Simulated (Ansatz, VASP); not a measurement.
**Cu in VASP and in Ansatz**

The input INCAR:

```
AGGAC = 1.0
AGGAX = 1.0
ALDAC = 0.0
ALDAX = 1.0
ALGO = Normal
EDIFF = 1E-6
ENCUT = 520
GGA = B5
ISIF = 2
ISMEAR = -1
LASPH = True
LCHARG = False
LREAL = False
LWAVE = False
NBANDS = 18
NELM = 100
PREC = Accurate
SIGMA = 0.1
```

KPOINTS

```
k-points
0
Gamma
  15 15 8
```

POSCAR

```
Cu
1.0
   -1.4083918280      1.7107592181      1.2550997268
    1.7107592181     -1.4083918280      1.2550997268
    2.9063286641      2.9063286641     -0.7013132981
Cu
2
Direct
    0.0416600345      0.9583399655      0.0000000000
    0.7083399655      0.2916600345      0.5000000000
```

Input for Ansatz:

```yaml
crystal:
  lattice:
    - [-1.408391828, 1.7107592181, 1.2550997268]
    - [1.7107592181, -1.408391828, 1.2550997268]
    - [2.9063286641, 2.9063286641, -0.7013132981]
  atoms:
    - { symbol: Cu, position: [0.0416600345, 0.9583399655, 0.0] }
    - { symbol: Cu, position: [0.7083399655, 0.2916600345, 0.5] }
hamiltonian:
  xc: blyp
  pseudopotentials:
    kind: paw
    azcp:
      Cu: "pseudopotentials/Cu.paw.azcp"
basis:
  ecutwfc: 420
  fft_grid_basis: typed
kpoints:
  mp_grid: { grid: [15, 15, 8], shift: [0, 0, 0] }
magnetization:
  spin_polarized: false
scf:
  occupations: { method: fermi_dirac, width: 0.1 }
  lower_state_search: "off"
output:
  stress: true
```

Alike in both runs: task single point; functional BLYP; k mesh 15 × 15 × 8; occupations fermi-dirac, width 0.1 eV; no spin polarisation.

```csv
,VASP,Ansatz
version,VASP 6.6.1,Ansatz 0.2.0
potentials or method,"VASP PAW PBE potentials, release 64 (Cu), cutoff 520 eV","plane waves (420 eV) with PAW, scalar-relativistic"
valence electrons in the cell,22,38
```

|  | VASP | Ansatz | Ansatz less VASP |
| --- | --- | --- | --- |
| pressure (GPa) | 12.4 | 11.6 | -0.84 |
| traceless stress, the component that is largest in VASP (GPa) | 0.85 | 0.86 | +0.009 |

VASP's potentials were made for PBE, not for BLYP. VASP's potentials hold 22 valence electrons a cell and Ansatz's 38, so a difference there can come from the potentials and not from the codes.
